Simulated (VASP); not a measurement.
Set up this calculation in VASP 6.6.1, as the native input.

* Task: single point
* Functional: r2SCAN
* Potentials or basis: VASP PAW PBE potentials, release 64 (Si, C)
* Cutoff: 520 eV
* k mesh: 12 × 12 × 6
* Occupations: gaussian, width 0.05 eV
* Spin: no spin polarisation
* Dipole correction: no
* Further INCAR settings: ALGO = Normal; EDIFF = 1e-06; NBANDS = 16

Crystal: SiC.

```
Si C
1.0
     3.16187    0.00000    0.00000
    -1.58093    2.73826    0.00000
     0.00000    0.00000    4.77521
Si C
2 2
Direct
  0.33333 0.66667 0.00460
  0.66667 0.33333 0.50460
  0.33333 0.66667 0.38040
  0.66667 0.33333 0.88040
```

This cell differs from its parent crystal: ratio of the length along z to the lengths across it x 0.92, volume and fractional coordinates fixed.

One way to write it, as run:

POSCAR

```
SiC
1.0
    3.1618654492      0.0000000000      0.0000000000
   -1.5809327246      2.7382558024      0.0000000000
    0.0000000000      0.0000000000      4.7752075500
Si C
2 2
Direct
    0.3333333333      0.6666666667      0.0046028828
    0.6666666667      0.3333333333      0.5046028828
    0.3333333333      0.6666666667      0.3803971172
    0.6666666667      0.3333333333      0.8803971172
```

INCAR.step1

```
SYSTEM = SiC
PREC = Accurate ; ENCUT = 520
ISMEAR = 0 ; SIGMA = 0.05
LREAL = .False. ; LASPH = .True.
NELM = 60 ; NBANDS = 16
GGA = PE ; ALGO = Normal
EDIFF = 1E-4 ; LWAVE = .True.
LCHARG = .False.
```

INCAR.step2

```
SYSTEM = SiC
PREC = Accurate ; ENCUT = 520
EDIFF = 1E-6 ; ISMEAR = 0
SIGMA = 0.05 ; LREAL = .False.
LASPH = .True. ; NELM = 60
ALGO = Normal ; ISIF = 2
LWAVE = .False. ; LCHARG = .False.
METAGGA = R2SCAN ; LMIXTAU = .True.
NBANDS = 16 ; ISTART = 1
```

KPOINTS

```
regular mesh
0
Gamma
  12 12 6
  0 0 0
```

Potentials or basis: VASP PAW PBE potentials, release 64 (Si, C).

Run with:

```sh
$ cat potpaw_PBE.64/Si/POTCAR potpaw_PBE.64/C/POTCAR > POTCAR
$ cp INCAR.step1 INCAR
$ mpirun -np 1 vasp_std > vasp.out
$ cp INCAR.step2 INCAR
$ mpirun -np 1 vasp_std > vasp.out
```

Results of the run:

- Pressure: 1.7 GPa
- Largest force: 1.140 eV/Å
- Band gap on the k mesh: 2.46 eV, indirect (least direct gap 3.64 eV)

Caveat: the PAW data sets were made with another functional, which shifts forces and pressure a little.

It took 73 s on 1 thread of AMD EPYC 9R45 96-Core Processor (Zen 5), with other jobs on the host, peak memory 0.15 GiB.
